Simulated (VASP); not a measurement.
# TiB (Pnma) in VASP: notebook

TiB is run at these levels: PBEsol; tasks: single point.

All numbers are computed with VASP 6.6.1; they aren't measurements. Logs are shortened: lines on timing, memory, paths and dates and some standing lists are left out, and cuts for length are marked.

## Step 1: The cell of the first run

Symmetry: Pnma, No. 62, orthorhombic system. The conventional cell has a = 6.016 Å, b = 3.008 Å, c = 4.483 Å, α = 90.00°, β = 90.00°, γ = 90.00°. Within 3.3 Å of Ti (site symmetry m) lie 7 B at 2.30 to 2.50 Å and 10 Ti at 2.83 to 3.22 Å. Within 2.5 Å of B (site symmetry m) lie 2 B at 1.80 Å and 7 Ti at 2.30 to 2.50 Å.

## Step 2: Single point, PBEsol

Contents of INCAR:

```
PREC = Accurate
ENCUT = 500
EDIFF = 1E-6
ISMEAR = -1
SIGMA = 0.1
LREAL = F
LASPH = T
NELM = 120
ALGO = Normal
ISIF = 2
LWAVE = F
LCHARG = T
GGA = PS
LELF = T
LVHAR = T
NBANDS = 40
GGA_COMPAT = F
```

Contents of KPOINTS:

```
Automatic mesh
0
Gamma
  5 9 6
```

Contents of POSCAR:

```
TiB
1.0
    6.0162511436      0.0000000000      0.0000000000
    0.0000000000      3.0081255718      0.0000000000
    0.0000000000      0.0000000000      4.4826969306
Ti B
4 4
Direct
    0.1770000000      0.2500000000      0.1230000000
    0.8230000000      0.7500000000      0.8770000000
    0.3230000000      0.7500000000      0.6230000000
    0.6770000000      0.2500000000      0.3770000000
    0.0290000000      0.2500000000      0.6030000000
    0.9710000000      0.7500000000      0.3970000000
    0.4710000000      0.7500000000      0.1030000000
    0.5290000000      0.2500000000      0.8970000000
```

Potentials or basis: VASP PAW PBE potentials, release 64 (Ti_sv, B).

On the command line:

```bash
$ cat potpaw_PBE.64/Ti_sv/POTCAR potpaw_PBE.64/B/POTCAR > POTCAR
$ mpirun -np 1 vasp_std > vasp.out
```

OUTCAR:

```text
PREC = Accurate
   ENCUT = 500
   EDIFF = 1E-6
   ISMEAR = -1
   LREAL = F
   LASPH = T
   NELM = 120
   ISIF = 2
   GGA = PS

 ion  position               nearest neighbor table
   1  0.177  0.250  0.123-   6 2.30   6 2.30   7 2.32   7 2.32   5 2.33   8 2.35   5 2.50   2 2.83
                             2 2.83   3 2.84   3 2.84   3 2.84   3 2.84
   2  0.823  0.750  0.877-   5 2.30   5 2.30   8 2.32   8 2.32   6 2.33   7 2.35   6 2.50   1 2.83
                             1 2.83   4 2.84   4 2.84   4 2.84   4 2.84
   3  0.323  0.750  0.623-   8 2.30   8 2.30   5 2.32   5 2.32   7 2.33   6 2.35   7 2.50   4 2.83
                             4 2.83   1 2.84   1 2.84   1 2.84   1 2.84
   4  0.677  0.250  0.377-   7 2.30   7 2.30   6 2.32   6 2.32   8 2.33   5 2.35   8 2.50   3 2.83
                             3 2.83   2 2.84   2 2.84   2 2.84   2 2.84
   5  0.029  0.250  0.603-   6 1.80   6 1.80   2 2.30   2 2.30   3 2.32   3 2.32   1 2.33   4 2.35
                             1 2.50
   6  0.971  0.750  0.397-   5 1.80   5 1.80   1 2.30   1 2.30   4 2.32   4 2.32   2 2.33   3 2.35
                             2 2.50
   7  0.471  0.750  0.103-   8 1.80   8 1.80   4 2.30   4 2.30   1 2.32   1 2.32   3 2.33   2 2.35
                             3 2.50
   8  0.529  0.250  0.897-   7 1.80   7 1.80   3 2.30   3 2.30   2 2.32   2 2.32   4 2.33   1 2.35
                             4 2.50

  LATTYP: Found a simple orthorhombic cell.
 ALAT       =     3.0081255718
 B/A-ratio  =     1.4901960785
 C/A-ratio  =     2.0000000000

  Lattice vectors:

 A1 = (   0.0000000000,   3.0081255718,   0.0000000000)
 A2 = (   0.0000000000,   0.0000000000,   4.4826969306)
 A3 = (   6.0162511436,   0.0000000000,   0.0000000000)

Analysis of symmetry for initial positions (statically):
=====================================================================
 Subroutine PRICEL returns:
 Original cell was already a primitive cell.

 Routine SETGRP: Setting up the symmetry group for a
 simple orthorhombic supercell.

 Subroutine GETGRP returns: Found  8 space group operations
 (whereof  2 operations were pure point group operations)
 out of a pool of  8 trial point group operations.

The static configuration has the point symmetry S_2 .
 The point group associated with its full space group is D_2h.

Analysis of symmetry for dynamics (positions and initial velocities):
=====================================================================
 Subroutine PRICEL returns:
 Original cell was already a primitive cell.

 Routine SETGRP: Setting up the symmetry group for a
 simple orthorhombic supercell.

 Subroutine GETGRP returns: Found  8 space group operations
 (whereof  2 operations were pure point group operations)
 out of a pool of  8 trial point group operations.

The dynamic configuration has the point symmetry S_2 .
 The point group associated with its full space group is D_2h.

 Subroutine INISYM returns: Found  8 space group operations
 (whereof  2 operations are pure point group operations),
 and found     1 'primitive' translations

----------------------------------------------------------------------------------------

                                     Primitive cell

  volume of cell :      81.1262

  direct lattice vectors                    reciprocal lattice vectors
     6.016251144  0.000000000  0.000000000     0.166216465  0.000000000  0.000000000
     0.000000000  3.008125572  0.000000000     0.000000000  0.332432931  0.000000000
     0.000000000  0.000000000  4.482696931     0.000000000  0.000000000  0.223079993

  length of vectors
     6.016251144  3.008125572  4.482696931     0.166216465  0.332432931  0.223079993

  position of ions in fractional coordinates (direct lattice)
     0.177000000  0.250000000  0.123000000
     0.823000000  0.750000000  0.877000000
     0.323000000  0.750000000  0.623000000
     0.677000000  0.250000000  0.377000000
     0.029000000  0.250000000  0.603000000
     0.971000000  0.750000000  0.397000000
     0.471000000  0.750000000  0.103000000
     0.529000000  0.250000000  0.897000000

  ion indices of the primitive-cell ions
   primitive index   ion index
                 1           1
                 2           2
                 3           3
                 4           4
                 5           5
                 6           6
                 7           7
                 8           8

----------------------------------------------------------------------------------------

 KPOINTS: Automatic mesh

Automatic generation of k-mesh.
 Grid dimensions read from file:
 generate k-points for:    5    9    6

 Generating k-lattice:

  Cartesian coordinates                     Fractional coordinates (reciprocal lattice)
     0.033243293  0.000000000  0.000000000     0.200000000  0.000000000  0.000000000
     0.000000000  0.036936992  0.000000000     0.000000000  0.111111111  0.000000000
     0.000000000  0.000000000  0.037179999     0.000000000  0.000000000  0.166666667

  Length of vectors
     0.033243293  0.036936992  0.037179999

  Shift w.r.t. Gamma in fractional coordinates (k-lattice)
     0.000000000  0.000000000  0.000000000

 Subroutine IBZKPT returns following result:
 ===========================================

 Found     60 irreducible k-points:

 Following reciprocal coordinates:
            Coordinates               Weight
  0.000000  0.000000  0.000000      1.000000
  0.200000  0.000000  0.000000      2.000000
  0.400000  0.000000  0.000000      2.000000
  0.000000  0.111111  0.000000      2.000000
  0.200000  0.111111  0.000000      4.000000
  0.400000  0.111111  0.000000      4.000000
[... 16 lines left out ...]
  0.200000  0.222222  0.166667      8.000000
  0.400000  0.222222  0.166667      8.000000
 [... further k-points ...]
   k-points           NKPTS =     60   k-points in BZ     NKDIM =     60   number of bands    NBANDS=     40
   number of dos      NEDOS =    301   number of ions     NIONS =      8
   total plane-waves  NPLWV =  41472
   dimension x,y,z NGX =    48 NGY =   24 NGZ =   36
   dimension x,y,z NGXF=    96 NGYF=   48 NGZF=   72
   ions per type =               4   4
   NGX,Y,Z   is equivalent  to a cutoff of  13.26, 13.26, 13.35 a.u.
   NGXF,Y,Z  is equivalent  to a cutoff of  26.53, 26.53, 26.70 a.u.
 SYSTEM =  unknown system
   PREC   = accura    normal or accurate (medium, high low for compatibility)
   ISTART =      0    job   : 0-new  1-cont  2-samecut
   ICHARG =      2    charge: 1-file 2-atom 10-const
   ISPIN  =      1    spin polarized calculation?
   LNONCOLLINEAR =      F non collinear calculations
   LSORBIT =      F    spin-orbit coupling
   LASPH  =      T    aspherical Exc in radial PAW
   ENCUT  =  500.0 eV  36.75 Ry    6.06 a.u.  10.97  5.48  8.17*2*pi/ulx,y,z
   NELM   =    120;   NELMIN=  2; NELMDL= -5     # of ELM steps
   EDIFF  = 0.1E-05   stopping-criterion for ELM
   LREAL  =      F    real-space projection
   EDIFFG = 0.1E-04   stopping-criterion for IOM
   NSW    =      0    number of steps for IOM
   IBRION =     -1    ionic relax: 0-MD 1-quasi-New 2-CG
   NFREE  =      0    steps in history (QN), initial steepest desc. (CG)
   ISIF   =      2    stress and relaxation
   ISYM   =      2    0-nonsym 1-usesym 2-fastsym
   POTIM  = 0.5000    time-step for ionic-motion
   TEBEG  =    0.0;   TEEND  =   0.0 temperature during run
   PSTRESS=    0.0 pullay stress
   NELECT =      60.0000    total number of electrons
   NUPDOWN=      -1.0000    fix difference up-down
   EMIN   =  10.00;   EMAX   =-10.00  energy-range for DOS
   EFERMI =   0.00;   METHOD = LEGACY
   ISMEAR =    -1;   SIGMA  =   0.10  broadening in eV -4-tet -1-fermi 0-gaus
   EFERMI_NEDOS =   21; number of points for ismear=-14 and -15
   IALGO  =     38    algorithm
   IMIX   =      4    mixing-type and parameters
     AMIX     =   0.40;   BMIX     =  1.00
     AMIX_MAG =   1.60;   BMIX_MAG =  1.00
  volume/ion in A,a.u.               =      10.14        68.43
  Fermi-wavevector in a.u.,A,eV,Ry     =   1.480488  2.797716 29.821847  2.191844
  Thomas-Fermi vector in A             =   2.594516
   LORBIT       =      0    0 simple, 1 ext, 2 COOP (PROOUT), +10 PAW based schemes
   GGA     = PS    functional components
   LHFCALC =     F    Hartree Fock is set to
   AEXX    =    0.0000 exact exchange contribution
   IVDW    =     0    specifies the selected vdW correction
   LEPSILON=     F    determine dielectric tensor
   LRPA    =     F    only Hartree local field effects (RPA)
 non-spin polarized calculation
  energy-cutoff  :      500.00
  volume of cell :       81.13
 maximum number of plane-waves:      2103
 NGX is ok and might be reduce to    48
   NGX = 21   NGY = 11   NGZ = 17

 number of electron      59.9999985 magnetization

 Free energy of the ion-electron system (eV)
  ---------------------------------------------------
  ext. energy  EPLUGINS =         0.00000000
  ---------------------------------------------------
  free energy    TOTEN  =       -68.62675432 eV

  energy without entropy =      -68.49127800  energy(sigma->0) =      -68.55901616

 E-fermi :   9.0995     XC(G=0): -12.7246

 val. band max:        9.0934375905   @ k =   0.0000   0.3333   0.1667
 cond. band min:       9.1022987485   @ k =   0.4000   0.2222   0.3333
 fundamental gap:      0.0088611581
 Fermi energy:         9.0994728568

 k-point     1 :       0.0000    0.0000    0.0000
  band No.  band energies     occupation
      1     -46.8175      2.00000
      2     -46.7458      2.00000
      3     -46.6888      2.00000
      4     -46.6449      2.00000
      5     -23.4385      2.00000
      6     -23.4245      2.00000
[... 32 lines left out ...]
     39      12.3082      0.00000
     40      12.9022      0.00000

 k-point     2 :       0.2000    0.0000    0.0000
  band No.  band energies     occupation
      1     -46.8124      2.00000
      2     -46.7567      2.00000
      3     -46.6806      2.00000
      4     -46.6473      2.00000
      5     -23.4422      2.00000
      6     -23.4322      2.00000
[... 32 lines left out ...]
     39      12.5773      0.00000
     40      12.9108      0.00000

 k-point     3 :       0.4000    0.0000    0.0000
  band No.  band energies     occupation
      1     -46.7982      2.00000
      2     -46.7778      2.00000
      3     -46.6664      2.00000
      4     -46.6545      2.00000
      5     -23.4485      2.00000
      6     -23.4450      2.00000
[... 32 lines left out ...]
     39      12.4894      0.00000
     40      12.5132      0.00000

 k-point     4 :       0.0000    0.1111    0.0000
  band No.  band energies     occupation
      1     -46.8089      2.00000
      2     -46.7407      2.00000
      3     -46.6870      2.00000
      4     -46.6466      2.00000
      5     -23.4232      2.00000
      6     -23.4054      2.00000
[... 32 lines left out ...]
     39      12.2136      0.00000
     40      12.8740      0.00000
[... 772 lines left out ...]
     39      12.5654      0.00000
     40      12.6711      0.00000

 k-point    23 :       0.2000    0.2222    0.1667
  band No.  band energies     occupation
      1     -46.7748      2.00000
      2     -46.7311      2.00000
      3     -46.6834      2.00000
      4     -46.6591      2.00000
      5     -23.3942      2.00000
      6     -23.3642      2.00000
[... 32 lines left out ...]
     39      12.6545      0.00000
     40      12.7016      0.00000

 k-point    24 :       0.4000    0.2222    0.1667
  band No.  band energies     occupation
      1     -46.7637      2.00000
      2     -46.7479      2.00000
      3     -46.6726      2.00000
      4     -46.6642      2.00000
      5     -23.3800      2.00000
      6     -23.3689      2.00000
[... 32 lines left out ...]
     39      12.7013      0.00000
     40      12.8222      0.00000

 [... further k-points ...]

------------------------ aborting loop because EDIFF is reached ----------------------------------------

  FORCE on cell =-STRESS in cart. coord.  units (eV):
  Direction    XX          YY          ZZ          XY          YZ          ZX
  --------------------------------------------------------------------------------------
  -------------------------------------------------------------------------------------
  Total        2.7090107      3.2754507      2.9864988      0.0000000      0.0000000      0.0000000
  in kB       53.5007673     64.6874982     58.9809326      0.0000000      0.0000000      0.0000000
  external PRESSURE =      59.0563994 kB  Pullay stress =       0.0000000 kB

 VOLUME and BASIS-vectors are now :
 -----------------------------------------------------------------------------
  energy-cutoff  :      500.00
  volume of cell :       81.13
      direct lattice vectors                 reciprocal lattice vectors
     6.016251144  0.000000000  0.000000000     0.166216465  0.000000000  0.000000000
     0.000000000  3.008125572  0.000000000     0.000000000  0.332432931  0.000000000
     0.000000000  0.000000000  4.482696931     0.000000000  0.000000000  0.223079993

 POSITION                                       TOTAL-FORCE (eV/Angst)
 -----------------------------------------------------------------------------------
      1.06488      0.75203      0.55137         0.054328      0.000000     -0.093444
      4.95137      2.25609      3.93133        -0.054328      0.000000      0.093444
      1.94325      2.25609      2.79272        -0.054328     -0.000000     -0.093444
      4.07300      0.75203      1.68998         0.054328     -0.000000      0.093444
      0.17447      0.75203      2.70307         0.101020     -0.000000     -0.147122
      5.84178      2.25609      1.77963        -0.101020      0.000000      0.147122
      2.83365      2.25609      0.46172        -0.101020      0.000000     -0.147122
      3.18260      0.75203      4.02098         0.101020      0.000000      0.147122
 -----------------------------------------------------------------------------------
    total drift:                               -0.000000      0.000000      0.000000

  FREE ENERGIE OF THE ION-ELECTRON SYSTEM (eV)
  ---------------------------------------------------
  free  energy   TOTEN  =       -68.6267543186 eV

  energy  without entropy=      -68.4912780045  energy(sigma->0) =      -68.55901616
```

It took 4.2 min on 1 thread of Intel Xeon Platinum 8488C (Sapphire Rapids), shared host; peak memory 0.27 GiB.

What came out:

| Item | Value |
| --- | --- |
| Free energy | -68.6268 eV |
| Pressure | 5.9 GPa |
| Largest force | 0.178 eV/Å |
| Band gap on the k mesh | zero (bands 30 and 31 overlap by 1.63 eV) |

Forces in eV/Å, atoms in the order of the input:
```
Ti   0.054  0.000 -0.093
Ti  -0.054  0.000  0.093
Ti  -0.054  0.000 -0.093
Ti   0.054  0.000  0.093
B    0.101  0.000 -0.147
B   -0.101  0.000  0.147
B   -0.101  0.000 -0.147
B    0.101  0.000  0.147
```

Levels at points of the mesh, in eV from the Fermi level:
```
           k point  band 26  band 27  band 28  band 29  band 30  band 31  band 32  band 33  band 34  band 35
(0.00, 0.00, 0.00)    -1.27    -0.88    -0.65     0.66     0.82     0.97     1.29     1.56     1.70     1.72
(0.00, 0.00, 0.50)    -1.60    -0.98    -0.98    -0.04    -0.04     1.69     1.69     2.20     2.20     2.38
```

Caveat: the cell stands under pressure; the PAW data sets were made with another functional, which shifts forces and pressure a little.

(Continued in part 2 of 2.)
